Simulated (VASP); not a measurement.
A run of VASP 6.6.1:

INCAR

```
SYSTEM = NaH
ALGO = Normal ; EDIFF = 1E-6
EDIFFG = -0.005 ; ENCUT = 600
GGA = PE ; IBRION = 2
ISIF = 3 ; ISMEAR = -1
LASPH = .True. ; LCHARG = .False.
LREAL = .False. ; LWAVE = .False.
NELM = 80 ; NSW = 80
PREC = Accurate ; SIGMA = 0.02
```

File KPOINTS:

```
k-points
0
Gamma
  12 12 6
  0 0 0
```

The input POSCAR:

```
NaH
1.0
    3.2112739336      0.0000000000      0.0000000000
   -1.6056369668      2.7810448050      0.0000000000
    0.0000000000      0.0000000000      4.0138791000
Na H
2 2
Direct
    0.3333333333      0.6666666667      0.2500000000
    0.6666666667      0.3333333333      0.7500000000
    0.6666666667      0.3333333333      0.2500000000
    0.3333333333      0.6666666667      0.7500000000
```

Potentials or basis: VASP PAW PBE potentials, release 64 (Na_pv, H).

Launch:

```sh
$ cat potpaw_PBE.64/Na_pv/POTCAR potpaw_PBE.64/H/POTCAR > POTCAR
$ mpirun -np 1 vasp_std > vasp.out
```

Hardware: 1 thread of AMD EPYC 7R13, with other jobs on the host.

Task: Estimate the wall time of this run.

Result: It took 3.7 min on 1 thread of AMD EPYC 7R13 (shared host), peak memory 0.15 GiB. Counts: scf iterations 76, k points 76, ion steps 11.
